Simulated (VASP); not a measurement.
# V (P6/mmm) in VASP: notebook

Runs on V. Level: PBE. Tasks: single point.

Program: VASP 6.6.1. These are calculated values, not measurements. Logs are shortened: lines on timing, memory, paths and dates and some standing lists are left out, and cuts for length are marked.

### 1 The cell of the first run

Symmetry: P6/mmm, No. 191, hexagonal system. The conventional cell has a = 2.175 Å, b = 2.175 Å, c = 2.042 Å, α = 90.00°, β = 90.00°, γ = 120.00°. Within 2.7 Å of V (site symmetry 6/mmm) lie 8 V at 2.04 to 2.17 Å.

### 2 Single point, PBE

Contents of INCAR:

```
  PREC = Accurate
  ENCUT = 520
  EDIFF = 1E-7
  ISMEAR = -1
  SIGMA = 0.05
  LREAL = False
  LASPH = True
  NELM = 80
  ALGO = Normal
  ISIF = 2
  LWAVE = False
  LCHARG = False
  GGA = PE
  NBANDS = 12
```

Contents of KPOINTS:

```
Automatic mesh
0
Gamma
  20 20 18
```

Contents of POSCAR:

```
V
1.0
    2.1748837378      0.0000000000      0.0000000000
   -1.0874418689      1.8835045672      0.0000000000
    0.0000000000      0.0000000000      2.0422313066
V
1
Direct
    0.0000000000      0.0000000000      0.0000000000
```

Potentials or basis: VASP PAW PBE potentials, release 64 (V_sv).

Launch:

```sh
> cat potpaw_PBE.64/V_sv/POTCAR > POTCAR
> mpirun -np 1 vasp_std > vasp.out
```

OUTCAR:

```text
PREC = Accurate
   ENCUT = 520
   EDIFF = 1E-7
   ISMEAR = -1
   LREAL = False
   LASPH = True
   NELM = 80
   ISIF = 2
   GGA = PE

 ion  position               nearest neighbor table
   1  0.000  0.000  0.000-

  LATTYP: Found a hexagonal cell.
 ALAT       =     2.1748837378
 C/A-ratio  =     0.9390071162

  Lattice vectors:

 A1 = (   2.1748837378,   0.0000000000,   0.0000000000)
 A2 = (  -1.0874418689,   1.8835045672,   0.0000000000)
 A3 = (   0.0000000000,   0.0000000000,   2.0422313066)

Analysis of symmetry for initial positions (statically):
=====================================================================
 Subroutine PRICEL returns:
 Original cell was already a primitive cell.

 Routine SETGRP: Setting up the symmetry group for a
 hexagonal supercell.

 Subroutine GETGRP returns: Found 24 space group operations
 (whereof 24 operations were pure point group operations)
 out of a pool of 24 trial point group operations.

The static configuration has the point symmetry D_6h.

Analysis of symmetry for dynamics (positions and initial velocities):
=====================================================================
 Subroutine PRICEL returns:
 Original cell was already a primitive cell.

 Routine SETGRP: Setting up the symmetry group for a
 hexagonal supercell.

 Subroutine GETGRP returns: Found 24 space group operations
 (whereof 24 operations were pure point group operations)
 out of a pool of 24 trial point group operations.

The dynamic configuration has the point symmetry D_6h.

 Subroutine INISYM returns: Found 24 space group operations
 (whereof 24 operations are pure point group operations),
 and found     1 'primitive' translations

----------------------------------------------------------------------------------------

                                     Primitive cell

  volume of cell :       8.3658

  direct lattice vectors                    reciprocal lattice vectors
     2.174883738  0.000000000  0.000000000     0.459794693  0.265462590  0.000000000
    -1.087441869  1.883504567  0.000000000     0.000000000  0.530925179  0.000000000
     0.000000000  0.000000000  2.042231307     0.000000000  0.000000000  0.489660499

  length of vectors
     2.174883738  2.174883738  2.042231307     0.530925179  0.530925179  0.489660499

  position of ions in fractional coordinates (direct lattice)
     0.000000000  0.000000000  0.000000000

  ion indices of the primitive-cell ions
   primitive index   ion index
                 1           1

----------------------------------------------------------------------------------------

 KPOINTS: Automatic mesh

Automatic generation of k-mesh.
 Grid dimensions read from file:
 generate k-points for:   20   20   18

 Generating k-lattice:

  Cartesian coordinates                     Fractional coordinates (reciprocal lattice)
     0.022989735  0.013273129  0.000000000     0.050000000  0.000000000  0.000000000
     0.000000000  0.026546259  0.000000000     0.000000000  0.050000000  0.000000000
     0.000000000  0.000000000  0.027203361     0.000000000  0.000000000  0.055555556

  Length of vectors
     0.026546259  0.026546259  0.027203361

  Shift w.r.t. Gamma in fractional coordinates (k-lattice)
     0.000000000  0.000000000  0.000000000

 Subroutine IBZKPT returns following result:
 ===========================================

 Found    440 irreducible k-points:

 Following reciprocal coordinates:
            Coordinates               Weight
  0.000000  0.000000  0.000000      1.000000
  0.050000 -0.000000  0.000000      6.000000
  0.100000 -0.000000  0.000000      6.000000
  0.150000 -0.000000  0.000000      6.000000
  0.200000 -0.000000  0.000000      6.000000
  0.250000 -0.000000  0.000000      6.000000
[... 16 lines left out ...]
  0.200000  0.100000  0.000000     12.000000
  0.250000  0.100000  0.000000     12.000000
 [... further k-points ...]
   k-points           NKPTS =    440   k-points in BZ     NKDIM =    440   number of bands    NBANDS=     12
   number of dos      NEDOS =    301   number of ions     NIONS =      1
   total plane-waves  NPLWV =   4096
   dimension x,y,z NGX =    16 NGY =   16 NGZ =   16
   dimension x,y,z NGXF=    32 NGYF=   32 NGZF=   32
   ions per type =               1
   NGX,Y,Z   is equivalent  to a cutoff of  12.23, 12.23, 13.02 a.u.
   NGXF,Y,Z  is equivalent  to a cutoff of  24.46, 24.46, 26.05 a.u.
 SYSTEM =  unknown system
   PREC   = accura    normal or accurate (medium, high low for compatibility)
   ISTART =      0    job   : 0-new  1-cont  2-samecut
   ICHARG =      2    charge: 1-file 2-atom 10-const
   ISPIN  =      1    spin polarized calculation?
   LNONCOLLINEAR =      F non collinear calculations
   LSORBIT =      F    spin-orbit coupling
   LASPH  =      T    aspherical Exc in radial PAW
   ENCUT  =  520.0 eV  38.22 Ry    6.18 a.u.   4.04  4.04  3.80*2*pi/ulx,y,z
   NELM   =     80;   NELMIN=  2; NELMDL= -5     # of ELM steps
   EDIFF  = 0.1E-06   stopping-criterion for ELM
   LREAL  =      F    real-space projection
   EDIFFG = 0.1E-05   stopping-criterion for IOM
   NSW    =      0    number of steps for IOM
   IBRION =     -1    ionic relax: 0-MD 1-quasi-New 2-CG
   NFREE  =      0    steps in history (QN), initial steepest desc. (CG)
   ISIF   =      2    stress and relaxation
   ISYM   =      2    0-nonsym 1-usesym 2-fastsym
   POTIM  = 0.5000    time-step for ionic-motion
   TEBEG  =    0.0;   TEEND  =   0.0 temperature during run
   PSTRESS=    0.0 pullay stress
   NELECT =      13.0000    total number of electrons
   NUPDOWN=      -1.0000    fix difference up-down
   EMIN   =  10.00;   EMAX   =-10.00  energy-range for DOS
   EFERMI =   0.00;   METHOD = LEGACY
   ISMEAR =    -1;   SIGMA  =   0.05  broadening in eV -4-tet -1-fermi 0-gaus
   EFERMI_NEDOS =   21; number of points for ismear=-14 and -15
   IALGO  =     38    algorithm
   IMIX   =      4    mixing-type and parameters
     AMIX     =   0.40;   BMIX     =  1.00
     AMIX_MAG =   1.60;   BMIX_MAG =  1.00
  volume/ion in A,a.u.               =       8.37        56.46
  Fermi-wavevector in a.u.,A,eV,Ry     =   1.896211  3.583320 48.921343  3.595617
  Thomas-Fermi vector in A             =   2.936279
   LORBIT       =      0    0 simple, 1 ext, 2 COOP (PROOUT), +10 PAW based schemes
   GGA     = PE    functional components
   LHFCALC =     F    Hartree Fock is set to
   AEXX    =    0.0000 exact exchange contribution
   IVDW    =     0    specifies the selected vdW correction
   LEPSILON=     F    determine dielectric tensor
   LRPA    =     F    only Hartree local field effects (RPA)
 non-spin polarized calculation
  energy-cutoff  :      520.00
  volume of cell :        8.37
 maximum number of plane-waves:       234
   NGX =  9   NGY =  9   NGZ =  7

 number of electron      12.9999993 magnetization

 Free energy of the ion-electron system (eV)
  ---------------------------------------------------
  ext. energy  EPLUGINS =         0.00000000
  ---------------------------------------------------
  free energy    TOTEN  =        -5.81170676 eV

  energy without entropy =       -5.80480493  energy(sigma->0) =       -5.80825584

 E-fermi :  17.5203     XC(G=0): -15.6587

 val. band max:       17.5181142040   @ k =   0.4000   0.2000   0.1667
 cond. band min:      17.5331951262   @ k =   0.4000   0.1000   0.3889
 fundamental gap:      0.0150809222
 Fermi energy:        17.5203191016

 k-point     1 :       0.0000    0.0000    0.0000
  band No.  band energies     occupation
      1     -47.2348      2.00000
      2     -18.4451      2.00000
      3     -18.4451      2.00000
      4     -18.4082      2.00000
      5      10.4182      2.00000
      6      12.7632      2.00000
      7      17.3134      1.96861
      8      17.3134      1.96861
      9      23.6677      0.00000
     10      23.6677      0.00000
     11      38.2392      0.00000
     12      43.3278      0.00000

 k-point     2 :       0.0500   -0.0000    0.0000
  band No.  band energies     occupation
      1     -47.2094      2.00000
      2     -18.5534      2.00000
      3     -18.4677      2.00000
      4     -18.3967      2.00000
      5      10.5710      2.00000
      6      12.8351      2.00000
      7      17.1649      1.99836
      8      17.4422      1.65316
      9      23.5427      0.00000
     10      23.6472      0.00000
     11      38.4775      0.00000
     12      43.5635      0.00000

 k-point     3 :       0.1000   -0.0000    0.0000
  band No.  band energies     occupation
      1     -47.1352      2.00000
      2     -18.8637      2.00000
      3     -18.5326      2.00000
      4     -18.3634      2.00000
      5      10.9984      2.00000
      6      13.0459      2.00000
      7      16.7769      2.00000
      8      17.8223      0.00475
      9      23.1918      0.00000
     10      23.5878      0.00000
     11      39.0829      0.00000
     12      44.2428      0.00000

 k-point     4 :       0.1500   -0.0000    0.0000
  band No.  band energies     occupation
      1     -47.0179      2.00000
      2     -19.3360      2.00000
      3     -18.6326      2.00000
      4     -18.3112      2.00000
      5      11.6074      2.00000
      6      13.3611      2.00000
      7      16.3214      2.00000
      8      18.4336      0.00000
      9      22.6756      0.00000
     10      23.4962      0.00000
     11      39.6930      0.00000
     12      45.2921      0.00000

 k-point     5 :       0.2000   -0.0000    0.0000
  band No.  band energies     occupation
      1     -46.8668      2.00000
      2     -19.9144      2.00000
      3     -18.7567      2.00000
      4     -18.2450      2.00000
      5      12.2452      2.00000
      6      13.6309      2.00000
      7      16.1295      2.00000
      8      19.2427      0.00000
      9      22.0693      0.00000
     10      23.3823      0.00000
     11      39.6669      0.00000
     12      45.9366      0.00000

 k-point     6 :       0.2500   -0.0000    0.0000
  band No.  band energies     occupation
      1     -46.6950      2.00000
      2     -20.5371      2.00000
      3     -18.8920      2.00000
      4     -18.1710      2.00000
      5      12.6715      2.00000
      6      13.7088      2.00000
      7      16.5766      2.00000
      8      20.2009      0.00000
      9      21.4440      0.00000
     10      23.2578      0.00000
     11      38.6815      0.00000
     12      44.8669      0.00000

 k-point     7 :       0.3000   -0.0000    0.0000
  band No.  band energies     occupation
      1     -46.5182      2.00000
      2     -21.1433      2.00000
      3     -19.0248      2.00000
      4     -18.0963      2.00000
      5      12.5629      2.00000
      6      13.9816      2.00000
      7      17.5388      0.81689
      8      20.8587      0.00000
      9      21.2413      0.00000
     10      23.1352      0.00000
     11      37.2173      0.00000
     12      43.4343      0.00000

 k-point     8 :       0.3500   -0.0000    0.0000
  band No.  band energies     occupation
      1     -46.3543      2.00000
      2     -21.6784      2.00000
      3     -19.1428      2.00000
      4     -18.0282      2.00000
      5      12.1803      2.00000
      6      14.4239      2.00000
      7      18.6697      0.00000
      8      20.3594      0.00000
      9      22.2733      0.00000
     10      23.0261      0.00000
     11      35.7391      0.00000
     12      42.1492      0.00000
[... 166 lines left out ...]
 k-point    20 :       0.4500    0.0500    0.0000
  band No.  band energies     occupation
      1     -46.1040      2.00000
      2     -22.4013      2.00000
      3     -19.3811      2.00000
      4     -17.9267      2.00000
      5      11.6854      2.00000
      6      15.1897      2.00000
      7      19.7126      0.00000
      8      20.3682      0.00000
      9      22.7983      0.00000
     10      24.2871      0.00000
     11      33.3606      0.00000
     12      39.7191      0.00000

 k-point    21 :       0.1000    0.1000    0.0000
  band No.  band energies     occupation
      1     -46.9510      2.00000
      2     -19.5624      2.00000
      3     -18.7248      2.00000
      4     -18.2818      2.00000
      5      11.9632      2.00000
      6      13.5941      2.00000
      7      15.9148      2.00000
      8      18.9140      0.00000
      9      22.4320      0.00000
     10      23.4090      0.00000
     11      39.8721      0.00000
     12      45.3769      0.00000

 k-point    22 :       0.1500    0.1000    0.0000
  band No.  band energies     occupation
      1     -46.8060      2.00000
      2     -20.0717      2.00000
      3     -18.8818      2.00000
      4     -18.2186      2.00000
      5      12.6115      2.00000
      6      13.9769      2.00000
      7      15.5039      2.00000
      8      19.8281      0.00000
      9      21.9050      0.00000
     10      23.2614      0.00000
     11      39.6525      0.00000
     12      43.7075      0.00000

 k-point    23 :       0.2000    0.1000    0.0000
  band No.  band energies     occupation
      1     -46.6414      2.00000
      2     -20.6222      2.00000
      3     -19.0548      2.00000
      4     -18.1480      2.00000
      5      13.1605      2.00000
      6      14.0124      2.00000
      7      15.7602      2.00000
      8      20.8972      0.00000
      9      21.3584      0.00000
     10      23.0979      0.00000
     11      38.6338      0.00000
     12      42.3858      0.00000

 k-point    24 :       0.2500    0.1000    0.0000
  band No.  band energies     occupation
      1     -46.4723      2.00000
      2     -21.1614      2.00000
      3     -19.2251      2.00000
      4     -18.0768      2.00000
      5      13.1825      2.00000
      6      14.1094      2.00000
      7      16.6604      2.00000
      8      20.8437      0.00000
      9      22.0396      0.00000
     10      22.9360      0.00000
     11      37.1550      0.00000
     12      41.2789      0.00000

 [... further k-points ...]
[... 5 lines left out ...]
  --------------------------------------------------------------------------------------
  -------------------------------------------------------------------------------------
  Total       11.8070534     11.8070534     12.0086522      0.0000000      0.0000000     -0.0000000
  in kB     2261.2285328   2261.2285328   2299.8377339      0.0000000      0.0000000     -0.0000000
  external PRESSURE =    2274.0982665 kB  Pullay stress =       0.0000000 kB

 VOLUME and BASIS-vectors are now :
 -----------------------------------------------------------------------------
  energy-cutoff  :      520.00
  volume of cell :        8.37
      direct lattice vectors                 reciprocal lattice vectors
     2.174883738  0.000000000  0.000000000     0.459794693  0.265462590  0.000000000
    -1.087441869  1.883504567  0.000000000     0.000000000  0.530925179  0.000000000
     0.000000000  0.000000000  2.042231307     0.000000000  0.000000000  0.489660499

 POSITION                                       TOTAL-FORCE (eV/Angst)
 -----------------------------------------------------------------------------------
      0.00000      0.00000      0.00000         0.000000      0.000000      0.000000
 -----------------------------------------------------------------------------------
    total drift:                               -0.000000     -0.000000      0.000000

  FREE ENERGIE OF THE ION-ELECTRON SYSTEM (eV)
  ---------------------------------------------------
  free  energy   TOTEN  =        -5.8117067583 eV

  energy  without entropy=       -5.8048049276  energy(sigma->0) =       -5.80825584
```

Run time: 23 s. Hardware: 1 thread of Intel Xeon Platinum 8488C (Sapphire Rapids), shared host; peak memory 0.15 GiB.

Results:

| Quantity | Value |
| --- | --- |
| Free energy | -5.8117 eV |
| Pressure | 227.4 GPa |

Levels at points of the mesh, in eV from the Fermi level:
```csv
k point,band 3,band 4,band 5,band 6,band 7,band 8,band 9,band 10
"(0.00, 0.00, 0.00)",-35.97,-35.93,-7.10,-4.76,-0.21,-0.21,6.15,6.15
"(0.50, 0.00, 0.00)",-36.83,-35.45,-6.01,-2.32,2.14,3.22,5.35,6.52
"(0.00, 0.00, 0.50)",-35.55,-35.55,-2.48,0.96,0.96,1.07,2.19,2.19
"(0.50, 0.00, 0.50)",-39.13,-36.34,-7.56,-3.56,0.38,6.90,8.21,10.64
```

### 3 Single point, PBE

Contents of INCAR:

```
PREC     = Accurate       # precision mode
ENCUT    = 520            # plane-wave cutoff, eV
EDIFF    = 1E-6           # SCF threshold, eV
ISMEAR   = -1             # smearing method
SIGMA    = 0.05           # smearing width, eV
LREAL    = F              # projectors in reciprocal space
LASPH    = T              # aspherical terms in the spheres
NELM     = 80             # most SCF steps
ALGO     = Normal         # electronic algorithm
ISIF     = 2              # what is computed and relaxed
LWAVE    = F              # write WAVECAR
LCHARG   = F              # write CHGCAR
GGA      = PE             # functional
NBANDS   = 12             # bands
```

KPOINTS is that of step 2.

Contents of POSCAR:

```
V
1.0
    2.1750008479      0.0000000000      0.0000000000
   -1.0875004239      1.8836059875      0.0000000000
    0.0000000000      0.0000000000      2.0424778056
V
1
Direct
    0.0000000000      0.0000000000      0.0000000000
```

Potentials or basis: VASP PAW PBE potentials, release 64 (V_sv).

Launch:

```sh
> cat potpaw_PBE.64/V_sv/POTCAR > POTCAR
> mpirun -np 1 vasp_std > vasp.out
```

Run time: 15 s. Hardware: 1 thread of Intel Xeon Platinum 8488C (Sapphire Rapids), shared host; peak memory 0.15 GiB.

It converged, with:

```yaml
Free_energy: -5.8144 eV
Pressure: 227.2 GPa
```

Stress tensor (GPa, compression positive):
```
225.96   0.00   0.00
  0.00 225.96   0.00
  0.00   0.00 229.72
```

Levels at points of the mesh, in eV from the Fermi level:
| k point | band 2 | band 3 | band 4 | band 5 | band 6 | band 7 | band 8 | band 9 | band 10 | band 11 |
| --- | --- | --- | --- | --- | --- | --- | --- | --- | --- | --- |
| (0.00, 0.00, 0.00) | -35.97 | -35.97 | -35.93 | -7.10 | -4.76 | -0.21 | -0.21 | 6.15 | 6.15 | 20.72 |
| (0.50, 0.00, 0.00) | -39.97 | -36.83 | -35.45 | -6.01 | -2.32 | 2.14 | 3.22 | 5.35 | 6.52 | 15.82 |
| (0.00, 0.00, 0.50) | -40.30 | -35.55 | -35.55 | -2.48 | 0.96 | 0.96 | 1.07 | 2.19 | 2.19 | 15.41 |
| (0.50, 0.00, 0.50) | -39.32 | -39.13 | -36.34 | -7.56 | -3.56 | 0.38 | 6.90 | 8.21 | 10.63 | 14.06 |
